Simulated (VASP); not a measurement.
AlNi3, 4 atoms in the cell. The structure is cubic, space group Pm-3m (No. 221). The conventional cell has a = 3.495 Å, b = 3.495 Å, c = 3.495 Å, α = 90.00°, β = 90.00°, γ = 90.00°. Al (site symmetry m-3m) has 12 Ni at 2.47 Å within 3.3 Å. Ni (site symmetry 4/mmm) has 4 Al at 2.47 Å and 8 Ni at 2.47 Å within 3.3 Å.  This cell differs from its parent crystal: equal strain along all axes, cell held: -2.0 %.

```yaml
Program: VASP 6.6.1
Task: single point
Functional: PBE
Potentials_or_basis: VASP PAW PBE potentials, release 64 (Al, Ni)
Cutoff: 520 eV
k_mesh: 14 × 14 × 14
Occupations: gaussian, width 0.1 eV
Spin: collinear spin, ferromagnetic start
Starting_moments: "[0.0, 0.3, 0.3, 0.3] μB"
Dipole_correction: no
Further_INCAR_settings: ALGO = Normal; EDIFF = 1e-07; NBANDS = 28
```

Potentials or basis: VASP PAW PBE potentials, release 64 (Al, Ni).

Run with:

```bash
$ cat potpaw_PBE.64/Al/POTCAR potpaw_PBE.64/Ni/POTCAR > POTCAR
$ mpirun -np 1 vasp_std > vasp.out
```

Hardware: 1 thread of AMD EPYC 9R45 96-Core Processor (Zen 5), with other jobs on the host.

Q: Estimate the wall time of this run.

A: It took 2.8 min on 1 thread of AMD EPYC 9R45 96-Core Processor (Zen 5), with other jobs on the host, peak memory 0.29 GiB. Counts: scf iterations 17, k points 120.
